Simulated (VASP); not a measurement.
# SnO (F-43m) in VASP: further runs, part 2 of 2

VASP 6.6.1. The steps go on from the part before.

**3. Single point, PBE-based screened hybrid with 20 % exact exchange**

Contents of POSCAR:

```
SnO
1.0
    0.0000000000      2.7082147278      2.7082147278
    2.7082147278      0.0000000000      2.7082147278
    2.7082147278      2.7082147278      0.0000000000
Sn O
1 1
Direct
    0.0000000000      0.0000000000      0.0000000000
    0.2500000000      0.2500000000      0.2500000000
```

Contents of INCAR.step1:

```
PREC = Accurate ; ENCUT = 520
EDIFF = 1E-5 ; ISMEAR = -1
SIGMA = 0.02 ; LREAL = False
LASPH = True ; NELM = 120
ALGO = Normal ; ISIF = 2
LWAVE = True ; LCHARG = False
NBANDS = 17 ; GGA = PE
GGA_COMPAT = False
```

Contents of INCAR.step2:

```
PREC = Accurate ; ENCUT = 520
EDIFF = 1E-6 ; ISMEAR = -1
SIGMA = 0.02 ; LREAL = False
LASPH = True ; NELM = 120
ALGO = Normal ; ISIF = 2
LWAVE = False ; LCHARG = False
GGA = PE ; LHFCALC = True
AEXX = 0.2 ; HFSCREEN = 0.1
PRECFOCK = Normal ; NBANDS = 17
ISTART = 1 ; GGA_COMPAT = False
```

Contents of KPOINTS:

```
regular mesh
0
Gamma
  4 4 4
```

Potentials or basis: VASP PAW PBE potentials, release 64 (Sn_d, O).

Command:

```console
> cat potpaw_PBE.64/Sn_d/POTCAR potpaw_PBE.64/O/POTCAR > POTCAR
> cp INCAR.step1 INCAR
> mpirun -np 1 vasp_std > vasp.out
> cp INCAR.step2 INCAR
> mpirun -np 1 vasp_std > vasp.out
```

OUTCAR:

```text
PREC = Accurate
   ENCUT = 520
   EDIFF = 1E-6
   ISMEAR = -1
   LREAL = False
   LASPH = True
   NELM = 120
   ISIF = 2
   GGA = PE
   LHFCALC = True
   AEXX = 0.2
   HFSCREEN = 0.1
   PRECFOCK = Normal
   ISTART = 1

 ion  position               nearest neighbor table
   1  0.000  0.000  0.000-   2 2.35   2 2.35   2 2.35   2 2.35
   2  0.250  0.250  0.250-   1 2.35   1 2.35   1 2.35   1 2.35

  LATTYP: Found a face centered cubic cell.
 ALAT       =     5.4164294556

  Lattice vectors:

 A1 = (   0.0000000000,   2.7082147278,   2.7082147278)
 A2 = (   2.7082147278,   0.0000000000,   2.7082147278)
 A3 = (   2.7082147278,   2.7082147278,   0.0000000000)

Analysis of symmetry for initial positions (statically):
=====================================================================
 Subroutine PRICEL returns:
 Original cell was already a primitive cell.

 Routine SETGRP: Setting up the symmetry group for a
 face centered cubic supercell.

 Subroutine GETGRP returns: Found 24 space group operations
[... 150 lines left out ...]
  ---------------------------------------------------
  free energy    TOTEN  =       -12.71354094 eV

  energy without entropy =      -12.71094164  energy(sigma->0) =      -12.71224129

 E-fermi :   5.9597     XC(G=0):  -8.1978

 val. band max:        5.9596624055   @ k =  -0.2500   0.5000   0.2500
 cond. band min:       7.5428296674   @ k =   0.5000   0.2500   0.0000
 fundamental gap:      1.5831672619
 Fermi energy:         5.9596624105

 k-point     1 :       0.0000    0.0000    0.0000
  band No.  band energies     occupation
      1     -17.7896      2.00000
      2     -17.7896      2.00000
      3     -17.7896      2.00000
      4     -17.7346      2.00000
      5     -17.7346      2.00000
      6     -15.1224      2.00000
[... 137 lines left out ...]
      4     -17.7252      2.00000
      5     -17.7194      2.00000
      6     -14.2761      2.00000
[... 9 lines left out ...]
     16      19.7810      0.00000
     17      20.7399      0.00000

------------------------ aborting loop because EDIFF is reached ----------------------------------------

  FORCE on cell =-STRESS in cart. coord.  units (eV):
  Direction    XX          YY          ZZ          XY          YZ          ZX
  --------------------------------------------------------------------------------------
  -------------------------------------------------------------------------------------
  Total       -0.1174112     -0.1174112     -0.1174112     -0.0000000     -0.0000000     -0.0000000
  in kB       -4.7352281     -4.7352281     -4.7352281     -0.0000000     -0.0000000     -0.0000000
  external PRESSURE =      -4.7352281 kB  Pullay stress =       0.0000000 kB

 VOLUME and BASIS-vectors are now :
 -----------------------------------------------------------------------------
  energy-cutoff  :      520.00
  volume of cell :       39.73
      direct lattice vectors                 reciprocal lattice vectors
     0.000000000  2.708214728  2.708214728    -0.184623470  0.184623470  0.184623470
     2.708214728  0.000000000  2.708214728     0.184623470 -0.184623470  0.184623470
     2.708214728  2.708214728  0.000000000     0.184623470  0.184623470 -0.184623470

 POSITION                                       TOTAL-FORCE (eV/Angst)
 -----------------------------------------------------------------------------------
      0.00000      0.00000      0.00000        -0.000000     -0.000000     -0.000000
      1.35411      1.35411      1.35411         0.000000      0.000000      0.000000
 -----------------------------------------------------------------------------------
    total drift:                               -0.000011     -0.000000     -0.000001

  FREE ENERGIE OF THE ION-ELECTRON SYSTEM (eV)
  ---------------------------------------------------
  free  energy   TOTEN  =       -12.7135409437 eV

  energy  without entropy=      -12.7109416378  energy(sigma->0) =      -12.71224129
```

Run time: 5 min. Hardware: 1 thread of Intel Xeon Platinum 8488C (Sapphire Rapids), shared host; peak memory 0.27 GiB.

Results:

```
Free energy            : -12.7135 eV
Pressure               : -0.5 GPa
Band gap on the k mesh : zero (bands 10 and 11 overlap by 0.32 eV)
```

Caveat: the k points lie up to 0.50 Å⁻¹ apart; the PAW data sets were made with another functional, which shifts forces and pressure a little; spin-orbit coupling is left out, which moves the levels of the heavy elements.

**4. Single point, PBE-based screened hybrid with 10 % exact exchange**

POSCAR is that of step 3.

Contents of INCAR.step1:

```
SYSTEM = SnO
PREC = Accurate ; ENCUT = 520
EDIFF = 1E-5 ; ISMEAR = -1
SIGMA = 0.02 ; LREAL = .False.
LASPH = .True. ; NELM = 120
ALGO = Normal ; ISIF = 2
LWAVE = .True. ; LCHARG = .False.
NBANDS = 17 ; GGA = PE
GGA_COMPAT = .False.
```

Contents of INCAR.step2:

```
SYSTEM = SnO
PREC = Accurate ; ENCUT = 520
EDIFF = 1E-6 ; ISMEAR = -1
SIGMA = 0.02 ; LREAL = .False.
LASPH = .True. ; NELM = 120
ALGO = Normal ; ISIF = 2
LWAVE = .False. ; LCHARG = .False.
GGA = PE ; LHFCALC = .True.
AEXX = 0.1 ; HFSCREEN = 0.3
PRECFOCK = Normal ; NBANDS = 17
ISTART = 1 ; GGA_COMPAT = .False.
```

Contents of KPOINTS:

```
Automatic mesh
0
Gamma
  4 4 4
  0 0 0
```

Command:

```console
> cat potpaw_PBE.64/Sn_d/POTCAR potpaw_PBE.64/O/POTCAR > POTCAR
> cp INCAR.step1 INCAR
> mpirun -np 1 vasp_std > vasp.out
> cp INCAR.step2 INCAR
> mpirun -np 1 vasp_std > vasp.out
```

It took 3.9 min on 1 thread of Intel Xeon Platinum 8488C (Sapphire Rapids), shared host; peak memory 0.27 GiB.

The run converged. Its results:

| Item | Value |
| --- | --- |
| Free energy | -11.2394 eV |
| Pressure | 0.8 GPa |
| Band gap on the k mesh | zero (bands 10 and 11 overlap by 0.19 eV) |

Levels at points of the mesh, in eV from the Fermi level:
```csv
k point,band 8,band 9,band 10,band 11,band 12,band 13
"(0.00, 0.00, 0.00)",-4.01,-4.01,-4.01,4.70,4.70,4.70
"(0.50, 0.00, 0.00)",-4.44,-4.44,-2.48,1.73,4.83,4.83
"(0.50, 0.50, 0.00)",-5.20,-5.20,-0.60,-0.19,5.48,5.48
```

Caveat: the k points lie up to 0.50 Å⁻¹ apart; the PAW data sets were made with another functional, which shifts forces and pressure a little; spin-orbit coupling is left out, which moves the levels of the heavy elements.

**5. The runs side by side**

| level | share of exact exchange | screening parameter | gap on the mesh (eV) | pressure (GPa) |
| --- | --- | --- | --- | --- |
| PBE-based screened hybrid with 50 % exact exchange | 0.5 | 0.5 1/Å | none | -2.1 |
| PBE-based screened hybrid with 20 % exact exchange | 0.2 | 0.1 1/Å | none | -0.5 |
| PBE-based screened hybrid with 10 % exact exchange | 0.1 | 0.3 1/Å | none | 0.8 |

Alike in all rows: task single point; potentials or basis VASP PAW PBE potentials, release 64 (Sn_d, O); no spin polarisation; cell as given; k mesh 4 × 4 × 4; cutoff (eV) 520; smearing fermi-dirac 0.02 eV.

Caveats: all runs use coarse meshes; the PAW data sets were made with another functional, which shifts forces and pressure a little; spin-orbit coupling is left out, which moves the levels of the heavy elements.

Total energies depend on the potentials used, so only differences within one code and one set of settings carry meaning.
